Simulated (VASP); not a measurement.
# Si (P6_3/mmc) in VASP: notebook, part 2 of 2

VASP 6.6.1. The steps go on from the part before.

## 3. Single point, LDA (c/a of the conventional cell at fixed volume 1.3895)

INCAR

```
ALGO = Normal ; EDIFF = 1E-7
ENCUT = 520 ; ISIF = 2
ISMEAR = 0 ; LASPH = T
LCHARG = F ; LREAL = F
LWAVE = F ; NBANDS = 16
NELM = 100 ; PREC = Accurate
SIGMA = 0.03
```

KPOINTS

```
k-points
0
Gamma
  12 12 6
```

POSCAR

```
Si
1.0
    4.0291929185      0.0000000000      0.0000000000
   -2.0145964593      3.4893834241      0.0000000000
    0.0000000000      0.0000000000      5.5985635602
Si
4
Direct
    0.3333333333      0.6666666667      0.0821179099
    0.6666666667      0.3333333333      0.5821179099
    0.3333333333      0.6666666667      0.4178820901
    0.6666666667      0.3333333333      0.9178820901
```

Potentials or basis: VASP PAW LDA potentials, release 64 (Si).

The run is started by

```sh
$ cat potpaw_LDA.64/Si/POTCAR > POTCAR
$ mpirun -np 1 vasp_std > vasp.out
```

OUTCAR:

```text
EDIFF = 1E-7
   ENCUT = 520
   ISIF = 2
   ISMEAR = 0
   LASPH = T
   LREAL = F
   NELM = 100
   PREC = Accurate

 ion  position               nearest neighbor table
   1  0.333  0.667  0.082-   3 1.88   4 2.50   4 2.50   4 2.50
   2  0.667  0.333  0.582-   4 1.88   3 2.50   3 2.50   3 2.50
   3  0.333  0.667  0.418-   1 1.88   2 2.50   2 2.50   2 2.50
   4  0.667  0.333  0.918-   2 1.88   1 2.50   1 2.50   1 2.50

  LATTYP: Found a hexagonal cell.
 ALAT       =     4.0291929185
[... 649 lines left out ...]
     15      12.5691      0.00000
     16      13.2983      0.00000

 [... further k-points ...]
[... 5 lines left out ...]
  --------------------------------------------------------------------------------------
  -------------------------------------------------------------------------------------
  Total       -6.9048088     -6.9048088     39.1004982      0.0000000     -0.0000000      0.0000000
  in kB     -140.5461236   -140.5461236    795.8835071      0.0000000     -0.0000000      0.0000000
  external PRESSURE =     171.5970866 kB  Pullay stress =       0.0000000 kB

 VOLUME and BASIS-vectors are now :
 -----------------------------------------------------------------------------
  energy-cutoff  :      520.00
  volume of cell :       78.71
      direct lattice vectors                 reciprocal lattice vectors
     4.029192918  0.000000000  0.000000000     0.248188662  0.143291791  0.000000000
    -2.014596459  3.489383424  0.000000000     0.000000000  0.286583582  0.000000000
     0.000000000  0.000000000  5.598563560     0.000000000  0.000000000  0.178617245

 POSITION                                       TOTAL-FORCE (eV/Angst)
 -----------------------------------------------------------------------------------
     -0.00000      2.32626      0.45974         0.000000     -0.000000    -10.674569
      2.01460      1.16313      3.25902        -0.000000     -0.000000    -10.674569
     -0.00000      2.32626      2.33954         0.000000      0.000000     10.674569
      2.01460      1.16313      5.13882        -0.000000      0.000000     10.674569
 -----------------------------------------------------------------------------------
    total drift:                               -0.000000      0.000000      0.000000

  FREE ENERGIE OF THE ION-ELECTRON SYSTEM (eV)
  ---------------------------------------------------
  free  energy   TOTEN  =       -19.6529516823 eV

  energy  without entropy=      -19.6522649268  energy(sigma->0) =      -19.65260830
```

Wall time 80 s (1 thread of Intel Xeon 6975P-C, shared host); peak memory 0.19 GiB.

Results:

| Item | Value |
| --- | --- |
| Free energy | -19.6530 eV |
| Pressure | 17.2 GPa |
| Largest force | 10.675 eV/Å |
| Band gap on the k mesh | zero (band 8 reaches 6.60 eV, above the bottom of band 9 at 5.95 eV) |

Forces on the atoms (eV/Å):
```
Si    0.000   0.000 -10.675
Si    0.000   0.000 -10.675
Si    0.000   0.000  10.675
Si    0.000   0.000  10.675
```

Stress tensor (GPa, compression positive):
```
-14.05   0.00   0.00
  0.00 -14.05   0.00
  0.00   0.00  79.59
```

Levels at points of the mesh, in eV from the Fermi level:
```
           k point  band 4  band 5  band 6  band 7  band 8  band 9  band 10  band 11  band 12  band 13
(0.00, 0.00, 0.00)   -2.51   -2.51   -1.34   -0.34    0.44    0.44     0.76     0.76     2.73     4.75
(0.50, 0.00, 0.00)   -5.42   -4.79   -3.86   -3.78   -0.47   -0.21     1.23     2.25     2.89     6.67
(0.00, 0.00, 0.50)   -4.25   -1.59   -1.59   -1.59   -1.59    1.21     1.21     2.50     2.50     2.50
(0.50, 0.00, 0.50)   -7.12   -2.77   -2.77   -2.25   -2.25    0.66     0.66     2.77     2.77     5.22
```

Caveat: forces of over 1 eV/Å act on the atoms, so gaps and moduli don't describe the material at rest.

## 4. Single point, LDA (c/a of the conventional cell at fixed volume 1.7865)

INCAR

```
ALGO = Normal
EDIFF = 1E-7
ENCUT = 520
ISIF = 2
ISMEAR = 0
LASPH = T
LCHARG = F
LREAL = F
LWAVE = F
NBANDS = 16
NELM = 100
PREC = Accurate
SIGMA = 0.03
```

KPOINTS is that of step 3.

POSCAR

```
Si
1.0
    3.7054125847      0.0000000000      0.0000000000
   -1.8527062924      3.2089814298      0.0000000000
    0.0000000000      0.0000000000      6.6197195825
Si
4
Direct
    0.3333333333      0.6666666667      0.0630360460
    0.6666666667      0.3333333333      0.5630360460
    0.3333333333      0.6666666667      0.4369639540
    0.6666666667      0.3333333333      0.9369639540
```

The run is started by

```sh
$ cat potpaw_LDA.64/Si/POTCAR > POTCAR
$ mpirun -np 1 vasp_std > vasp.out
```

Wall time 78 s (1 thread of Intel Xeon 6975P-C, shared host); peak memory 0.2 GiB.

The run converged. Its results:

| Property | Result |
| --- | --- |
| Free energy | -23.5924 eV |
| Pressure | 0.8 GPa |
| Largest force | 0.664 eV/Å |
| Band gap on the k mesh | 0.39 eV, indirect (least direct gap 0.95 eV) |

Forces in eV/Å, atoms in the order of the input:
```
Si   0.000  0.000  0.664
Si   0.000  0.000  0.664
Si   0.000  0.000 -0.664
Si   0.000  0.000 -0.664
```

Stress tensor (GPa, compression positive):
```
 6.08  0.00  0.00
 0.00  6.08  0.00
 0.00  0.00 -9.84
```

Levels at points of the mesh, in eV from the valence-band top:
| k point | band 4 | band 5 | band 6 | band 7 | band 8 | band 9 | band 10 | band 11 | band 12 | band 13 |
| --- | --- | --- | --- | --- | --- | --- | --- | --- | --- | --- |
| (0.00, 0.00, 0.00) | -1.16 | -1.16 | -0.60 | 0.00 | 0.00 | 0.95 | 1.81 | 2.36 | 2.36 | 4.03 |
| (0.50, 0.00, 0.00) | -6.41 | -4.67 | -3.01 | -2.87 | -1.60 | 0.56 | 2.18 | 2.63 | 3.27 | 3.40 |
| (0.00, 0.00, 0.50) | -4.68 | -0.69 | -0.69 | -0.69 | -0.69 | 2.37 | 2.37 | 3.15 | 3.15 | 3.15 |
| (0.50, 0.00, 0.50) | -7.44 | -2.73 | -2.73 | -2.35 | -2.35 | 0.61 | 0.61 | 1.40 | 1.40 | 5.55 |

 A k mesh can miss the band edges.

## 5. Overview

| cell | gap on the mesh (eV) | pressure (GPa) | largest force (eV/Å) |
| --- | --- | --- | --- |
| a = 3.909, b = 3.909, c = 5.949 Å, angles 90.0, 90.0, 120.0°, 4 atoms | none | 8.0 | 6.76 |
| a = 4.029, b = 4.029, c = 5.599 Å, angles 90.0, 90.0, 120.0°, 4 atoms | none | 17.2 | 10.67 |
| a = 3.705, b = 3.705, c = 6.620 Å, angles 90.0, 90.0, 120.0°, 4 atoms | 0.39 | 0.8 | 0.66 |

Alike in all rows: task single point; level LDA; potentials or basis VASP PAW LDA potentials, release 64 (Si); no spin polarisation; k mesh 12 × 12 × 6; cutoff (eV) 520; smearing gaussian 0.03 eV.

Caveats: forces of over 1 eV/Å act on the atoms, so gaps and moduli don't describe the material at rest (some runs).

Absolute energies hang on the potentials; compare differences alone.
